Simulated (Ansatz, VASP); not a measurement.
## BN: VASP beside Ansatz

INCAR

```
PREC = Accurate
ENCUT = 520
EDIFF = 1E-6
ISMEAR = 0
SIGMA = 0.02
LREAL = F
LASPH = T
NELM = 60
ALGO = Normal
ISIF = 2
LWAVE = F
LCHARG = F
GGA = PE
IBRION = 2
NSW = 60
EDIFFG = -0.002
```

File KPOINTS:

```
regular mesh
0
Gamma
  9 9 6
```

The input POSCAR:

```
BN
1.0
    2.5157504731      0.0000000000      0.0000000000
   -1.2578752366      2.1787038193      0.0000000000
    0.0000000000      0.0000000000      4.2337374084
B N
2 2
Direct
    0.3333333333      0.6666666667     -0.0002287589
    0.6666666667      0.3333333333      0.4997712411
    0.3333333333      0.6666666667      0.3742287589
    0.6666666667      0.3333333333      0.8742287589
```

Input for Ansatz:

```yaml
crystal:
  lattice:
    - [2.5157504731, 0.0, 0.0]
    - [-1.2578752366, 2.1787038193, 0.0]
    - [0.0, 0.0, 4.2337374084]
  atoms:
    - { symbol: B, position: [0.3333333333, 0.6666666667, -0.0002287589] }
    - { symbol: B, position: [0.6666666667, 0.3333333333, 0.4997712411] }
    - { symbol: "N", position: [0.3333333333, 0.6666666667, 0.3742287589] }
    - { symbol: "N", position: [0.6666666667, 0.3333333333, 0.8742287589] }
basis:
  ecutwfc: 420
kpoints:
  mp_grid: { grid: [9, 9, 6] }
hamiltonian:
  xc: pbe
  pseudopotentials: { kind: paw, azcp: { folder: soft_1 } }
scf:
  occupations: { method: gaussian, width: 0.02 }
output:
  forces: true
  stress: true
  eigenvalues: true
  write_density: true
  write_potential: true
  elf: true
  volumetric_format: npy
relax:
  adjacent_minimum: "off"
  f_tol: 0.002
  max_steps: 40
```

Change from the starting cell: strained cell.

Alike in both runs: task relaxation of the atoms; functional PBE; k mesh 9 × 9 × 6; occupations gaussian, width 0.02 eV; no spin polarisation.

```csv
,VASP,Ansatz
version,VASP 6.6.1,Ansatz 0.2.0
potentials or method,"VASP PAW PBE potentials, release 64 (B, N), cutoff 520 eV","scalar-relativistic, plane waves, PAW"
valence electrons in the cell,16,16
```

Ansatz gave:

```
gap on the k mesh at the Fermi level, each at its own relaxed structure (eV) : 5.09
```

**Question.** What did VASP give for the same quantities?

**Answer.** gap on the k mesh at the Fermi level, each at its own relaxed structure (eV): 5.07.

Ansatz's warnings: stress scf threshold loose.
